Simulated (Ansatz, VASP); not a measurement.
**Two plane-wave programs on Ta**

INCAR

```
SYSTEM = Ta
PREC     = Accurate       ! precision mode
ENCUT    = 520            ! plane-wave cutoff, eV
EDIFF    = 1E-7           ! SCF threshold, eV
ISMEAR   = 0              ! smearing method
SIGMA    = 0.1            ! smearing width, eV
LREAL    = .False.        ! projectors in reciprocal space
LASPH    = .True.         ! aspherical terms in the spheres
NELM     = 100            ! most SCF steps
ALGO     = Normal         ! electronic algorithm
ISIF     = 2              ! what is computed and relaxed
LWAVE    = .False.        ! write WAVECAR
LCHARG   = .False.        ! write CHGCAR
GGA      = PE             ! functional
NBANDS   = 18             ! bands
```

KPOINTS

```
Automatic mesh
0
Gamma
  8 8 8
  0 0 0
```

The input POSCAR:

```
Ta
1.0
   -2.5910636501      2.5910636501      1.4134730508
    2.5910636501     -2.5910636501      1.4134730508
    2.5910636501      2.5910636501     -1.4134730508
Ta
2
Direct
    0.0000000000      0.0000000000      0.0000000000
    0.7500000000      0.2500000000      0.5000000000
```

Input for Ansatz:

```yaml
crystal:
  lattice:
    - [-2.5910636501, 2.5910636501, 1.4134730508]
    - [2.5910636501, -2.5910636501, 1.4134730508]
    - [2.5910636501, 2.5910636501, -1.4134730508]
  atoms:
    - { symbol: Ta, position: [0.0, 0.0, 0.0] }
    - { symbol: Ta, position: [0.75, 0.25, 0.5] }
basis:
  ecutwfc: 420
kpoints:
  mp_grid: { grid: [8, 8, 8] }
hamiltonian:
  xc: pbe
scf:
  occupations: { method: gaussian, width: 0.1 }
  lower_state_search: "off"
output:
  forces: true
  stress: true
  eigenvalues: true
```

Alike in both runs: task single point; functional PBE; k mesh 8 × 8 × 8; occupations gaussian, width 0.1 eV; no spin polarisation.

|  | VASP | Ansatz |
| --- | --- | --- |
| version | VASP 6.6.1 | Ansatz 0.2.0 |
| potentials or method | VASP PAW PBE potentials, release 64 (Ta_pv), cutoff 520 eV | scalar-relativistic, plane waves, PAW |
| valence electrons in the cell | 22 | 26 |

Ansatz gave:

* gap on the k mesh at the Fermi level (eV): none
* pressure (GPa): 5.8
* traceless stress, the component that is largest in VASP (GPa): -4.03

Estimate VASP's values.

gap on the k mesh at the Fermi level (eV): none; pressure (GPa): 6.0; traceless stress, the component that is largest in VASP (GPa): -4.09.

A gap of «none» marks a metal or a gap that the smearing closes. VASP's potentials hold 22 valence electrons a cell and Ansatz's 26, so a difference there can come from the potentials and not from the codes.

Spin-orbit coupling is off throughout.
